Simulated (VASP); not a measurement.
# CuO in VASP: notebook

The runs below take CuO through single point, with PBE.

Everything below comes from runs of VASP 6.6.1. Logs are shortened: lines on timing, memory, paths and dates and some standing lists are left out, and cuts for length are marked.

### 1 The cell of the first run

The structure is orthorhombic, space group Cccm (No. 66). Conventional cell: a = 4.165 Å, b = 4.176 Å, c = 5.150 Å, α = 90.00°, β = 90.00°, γ = 90.00°. Within 2.6 Å of Cu (site symmetry 2/m) lie 4 O at 1.96 Å. Within 2.6 Å of Cu (site symmetry 2/m) lie 4 O at 1.96 Å. Within 2.6 Å of O (site symmetry 222) lie 4 Cu at 1.96 Å and 2 O at 2.58 Å.

### 2 Single point, PBE

The input, INCAR:

```
ALGO = Normal
EDIFF = 1E-7
ENCUT = 520
GGA = PE
ISIF = 2
ISMEAR = 0
LASPH = T
LCHARG = F
LREAL = F
LWAVE = F
NBANDS = 44
NELM = 60
PREC = Accurate
SIGMA = 0.2
```

The input, KPOINTS:

```
k-points
0
Gamma
  8 4 4
```

The input, POSCAR:

```
CuO
1.0
    2.0823240170      2.0882022961      0.0000000000
    0.0000000000      0.0000000000      5.1504998294
    4.1646480340     -4.1764045921      0.0000000000
Cu O
4 4
Direct
    0.5000000000      0.5000000000      1.0000000000
    0.5000000000      0.5000000000      0.5000000000
    1.0000000000      0.0000000000      0.2500000000
    1.0000000000      0.0000000000      0.7500000000
    0.5000000000      0.7500000000      0.2500000000
    0.5000000000      0.7500000000      0.7500000000
    0.5000000000      0.2500000000      0.2500000000
    0.5000000000      0.2500000000      0.7500000000
```

Potentials or basis: VASP PAW PBE potentials, release 64 (Cu, O).

On the command line:

```bash
cat potpaw_PBE.64/Cu/POTCAR potpaw_PBE.64/O/POTCAR > POTCAR
mpirun -np 1 vasp_std > vasp.out
```

OUTCAR:

```text
EDIFF = 1E-7
   ENCUT = 520
   GGA = PE
   ISIF = 2
   ISMEAR = 0
   LASPH = T
   LREAL = F
   NELM = 60
   PREC = Accurate

 ion  position               nearest neighbor table
   1  0.500  0.500  0.000-   5 1.96   6 1.96   7 1.96   8 1.96
   2  0.500  0.500  0.500-   5 1.96   6 1.96   7 1.96   8 1.96
   3  0.000  0.000  0.250-   5 1.96   7 1.96   5 1.96   7 1.96
   4  0.000  0.000  0.750-   6 1.96   8 1.96   6 1.96   8 1.96
   5  0.500  0.750  0.250-   1 1.96   2 1.96   3 1.96   3 1.96
   6  0.500  0.750  0.750-   1 1.96   2 1.96   4 1.96   4 1.96
   7  0.500  0.250  0.250-   1 1.96   2 1.96   3 1.96   3 1.96
   8  0.500  0.250  0.750-   1 1.96   2 1.96   4 1.96   4 1.96

  LATTYP: Found a simple monoclinic cell.
 ALAT       =     2.9490103664
 B/A-ratio  =     1.7465180482
 C/A-ratio  =     2.0000000000
 COS(beta)  =    -0.0028189571

  Lattice vectors:

 A1 = (   2.0823240170,   2.0882022961,   0.0000000000)
 A2 = (   0.0000000000,   0.0000000000,   5.1504998294)
 A3 = (   4.1646480340,  -4.1764045921,   0.0000000000)

Analysis of symmetry for initial positions (statically):
=====================================================================
 Subroutine PRICEL returns following result:

  LATTYP: Found a base centered orthorhombic cell.
 ALAT       =     4.1646480340
 B/A-ratio  =     1.0028229416
 C/A-ratio  =     1.2367191146

  Lattice vectors:

 A1 = (   2.0823240170,  -2.0882022960,   0.0000000000)
 A2 = (   2.0823240170,   2.0882022961,   0.0000000000)
 A3 = (   0.0000000000,   0.0000000000,   5.1504998294)

   2 primitive cells build up your supercell.

 Routine SETGRP: Setting up the symmetry group for a
 simple monoclinic supercell.

 Subroutine GETGRP returns: Found  4 space group operations
 (whereof  4 operations were pure point group operations)
 out of a pool of  4 trial point group operations.

The static configuration has the point symmetry C_2h.

Analysis of symmetry for dynamics (positions and initial velocities):
=====================================================================
 Subroutine PRICEL returns following result:

  LATTYP: Found a base centered orthorhombic cell.
 ALAT       =     4.1646480340
 B/A-ratio  =     1.0028229416
 C/A-ratio  =     1.2367191146

  Lattice vectors:

[... 137 lines left out ...]
   LREAL  =      F    real-space projection
   EDIFFG = 0.1E-05   stopping-criterion for IOM
   NSW    =      0    number of steps for IOM
   IBRION =     -1    ionic relax: 0-MD 1-quasi-New 2-CG
   NFREE  =      0    steps in history (QN), initial steepest desc. (CG)
   ISIF   =      2    stress and relaxation
   ISYM   =      2    0-nonsym 1-usesym 2-fastsym
   POTIM  = 0.5000    time-step for ionic-motion
   TEBEG  =    0.0;   TEEND  =   0.0 temperature during run
   PSTRESS=    0.0 pullay stress
   NELECT =      68.0000    total number of electrons
   NUPDOWN=      -1.0000    fix difference up-down
   EMIN   =  10.00;   EMAX   =-10.00  energy-range for DOS
   EFERMI =   0.00;   METHOD = LEGACY
   ISMEAR =     0;   SIGMA  =   0.20  broadening in eV -4-tet -1-fermi 0-gaus
   EFERMI_NEDOS =   21; number of points for ismear=-14 and -15
   IALGO  =     38    algorithm
   IMIX   =      4    mixing-type and parameters
     AMIX     =   0.40;   BMIX     =  1.00
     AMIX_MAG =   1.60;   BMIX_MAG =  1.00
  volume/ion in A,a.u.               =      11.20        75.57
  Fermi-wavevector in a.u.,A,eV,Ry     =   1.493371  2.822062 30.343128  2.230157
  Thomas-Fermi vector in A             =   2.605780
   LORBIT       =      0    0 simple, 1 ext, 2 COOP (PROOUT), +10 PAW based schemes
   GGA     = PE    functional components
   LHFCALC =     F    Hartree Fock is set to
   AEXX    =    0.0000 exact exchange contribution
   IVDW    =     0    specifies the selected vdW correction
   LEPSILON=     F    determine dielectric tensor
   LRPA    =     F    only Hartree local field effects (RPA)
 non-spin polarized calculation
 Gauss-broadening in eV      SIGMA  =   0.20
  energy-cutoff  :      520.00
  volume of cell :       89.58
 maximum number of plane-waves:      2440
 NGX is ok and might be reduce to    24
   NGX = 11   NGY = 19   NGZ = 21

 number of electron      68.0000036 magnetization

 Free energy of the ion-electron system (eV)
  ---------------------------------------------------
  ext. energy  EPLUGINS =         0.00000000
  ---------------------------------------------------
  free energy    TOTEN  =       -39.51784929 eV

  energy without entropy =      -39.44436644  energy(sigma->0) =      -39.48110787

 E-fermi :   4.7839     XC(G=0): -11.2564

 val. band max:        4.7826744965   @ k =  -0.1250   0.2500   0.2500
 cond. band min:       4.8093032849   @ k =   0.2500   0.5000   0.2500
 fundamental gap:      0.0266287883
 Fermi energy:         4.7839341573

 k-point     1 :       0.0000    0.0000    0.0000
  band No.  band energies     occupation
      1     -14.9475      2.00000
      2     -14.3733      2.00000
      3     -13.6530      2.00000
      4     -13.4911      2.00000
      5      -3.2368      2.00000
      6      -2.2302      2.00000
[... 1117 lines left out ...]
     43      14.4002      0.00000
     44      16.4456      0.00000

 [... further k-points ...]

------------------------ aborting loop because EDIFF is reached ----------------------------------------

  FORCE on cell =-STRESS in cart. coord.  units (eV):
  Direction    XX          YY          ZZ          XY          YZ          ZX
  --------------------------------------------------------------------------------------
  -------------------------------------------------------------------------------------
  Total        0.2742597      0.2532051      0.5938656      0.0007741      0.0000000      0.0000000
  in kB        4.9050381      4.5284830     10.6210763      0.0138445      0.0000000      0.0000000
  external PRESSURE =       6.6848658 kB  Pullay stress =       0.0000000 kB

 VOLUME and BASIS-vectors are now :
 -----------------------------------------------------------------------------
  energy-cutoff  :      520.00
  volume of cell :       89.58
      direct lattice vectors                 reciprocal lattice vectors
     2.082324017  2.088202296  0.000000000     0.240116330  0.239440403  0.000000000
     0.000000000  0.000000000  5.150499829     0.000000000  0.000000000  0.194155914
     4.164648034 -4.176404592  0.000000000     0.120058165 -0.119720202  0.000000000

 POSITION                                       TOTAL-FORCE (eV/Angst)
 -----------------------------------------------------------------------------------
      1.04116      1.04410      2.57525         0.000000      0.000000     -0.000000
      3.12349     -1.04410      2.57525        -0.000000     -0.000000      0.000000
      1.04116     -1.04410      0.00000         0.000000      0.000000      0.000000
      3.12349     -3.13230      0.00000        -0.000000      0.000000      0.000000
      2.08232      0.00000      3.86287         0.000000      0.000000      0.000203
      4.16465     -2.08820      3.86287         0.000000     -0.000000      0.000203
      2.08232      0.00000      1.28762         0.000000      0.000000     -0.000203
      4.16465     -2.08820      1.28762         0.000000     -0.000000     -0.000203
 -----------------------------------------------------------------------------------
    total drift:                                0.000000      0.000000     -0.000000

  FREE ENERGIE OF THE ION-ELECTRON SYSTEM (eV)
  ---------------------------------------------------
  free  energy   TOTEN  =       -39.5178492946 eV

  energy  without entropy=      -39.4443664443  energy(sigma->0) =      -39.48110787
```

OSZICAR:

```text
N       E                     dE             d eps       ncg     rms          rms(c)
DAV:   1     0.801150481023E+03    0.80115E+03   -0.30813E+04  4768   0.238E+03
DAV:   2     0.112796581727E+03   -0.68835E+03   -0.64727E+03  4820   0.523E+02
DAV:   3    -0.394078487522E+02   -0.15220E+03   -0.14349E+03  6052   0.254E+02
DAV:   4    -0.520462224813E+02   -0.12638E+02   -0.12374E+02  7044   0.787E+01
DAV:   5    -0.522338515859E+02   -0.18763E+00   -0.18714E+00  6844   0.126E+01    0.253E+01
DAV:   6    -0.471962443817E+02    0.50376E+01   -0.10035E+02  7192   0.175E+02    0.197E+01
DAV:   7    -0.391639183848E+02    0.80323E+01   -0.24319E+01  6108   0.131E+02    0.398E+00
DAV:   8    -0.395902730186E+02   -0.42635E+00   -0.53739E+00  5340   0.117E+01    0.242E+00
DAV:   9    -0.395387859338E+02    0.51487E-01   -0.25649E-01  7388   0.831E+00    0.971E-01
DAV:  10    -0.395248402697E+02    0.13946E-01   -0.65630E-02  7392   0.484E+00    0.861E-01
DAV:  11    -0.395208716179E+02    0.39687E-02   -0.18421E-02  7488   0.284E+00    0.568E-01
DAV:  12    -0.395176243424E+02    0.32473E-02   -0.17933E-02  7476   0.113E+00    0.943E-02
DAV:  13    -0.395177761036E+02   -0.15176E-03   -0.16699E-03  6488   0.517E-01    0.468E-02
DAV:  14    -0.395178522933E+02   -0.76190E-04   -0.19565E-04  6144   0.212E-01    0.152E-02
DAV:  15    -0.395178490522E+02    0.32411E-05   -0.17749E-05  6280   0.871E-02    0.533E-03
DAV:  16    -0.395178493419E+02   -0.28969E-06   -0.59181E-06  7120   0.305E-02    0.293E-03
DAV:  17    -0.395178492946E+02    0.47266E-07   -0.85270E-07  5744   0.139E-02
   1 F= -.39517849E+02 E0= -.39481108E+02  d E =-.734829E-01
```

stdout:

```text
POSCAR found type information on POSCAR CuO
 POSCAR found :  2 types and       8 ions
 scaLAPACK will be used
 LDA part: xc-table for (Slater+PW92), standard interpolation
 -----------------------------------------------------------------------------
|                                                                             |
|           W    W    AA    RRRRR   N    N  II  N    N   GGGG   !!!           |
|           W    W   A  A   R    R  NN   N  II  NN   N  G    G  !!!           |
|           W    W  A    A  R    R  N N  N  II  N N  N  G       !!!           |
|           W WW W  AAAAAA  RRRRR   N  N N  II  N  N N  G  GGG   !            |
|           WW  WW  A    A  R   R   N   NN  II  N   NN  G    G                |
|           W    W  A    A  R    R  N    N  II  N    N   GGGG   !!!           |
|                                                                             |
|     Your reciprocal lattice and k-lattice belong to different lattice       |
|     classes:                                                                |
|                                                                             |
|        The reciprocal lattice is simple monoclinic,                         |
|        whereas your k-lattice is base centered orthorhombic.                |
|                                                                             |
|     Results are often still useful ...                                      |
|                                                                             |
 -----------------------------------------------------------------------------

 POSCAR, INCAR and KPOINTS ok, starting setup
 FFT: planning ... GRIDC
 FFT: planning ... GRID_SOFT
 FFT: planning ... GRID
 WAVECAR not read
 entering main loop
```

It took 3.8 min on 1 thread of Intel Xeon Platinum 8488C (Sapphire Rapids), shared host; peak memory 0.29 GiB.

What came out:

| Item | Value |
| --- | --- |
| Free energy | -39.5178 eV |
| Pressure | 0.7 GPa |
| Band gap on the k mesh | zero (bands 34 and 35 overlap by 0.93 eV) |

Stress tensor (GPa, compression positive):
```
0.49 0.00 0.00
0.00 0.45 0.00
0.00 0.00 1.06
```

Caveat: semilocal functionals often make such compounds metallic where correlation or magnetic order opens a gap, which also shifts bond lengths.

[end of part 1 of 2]
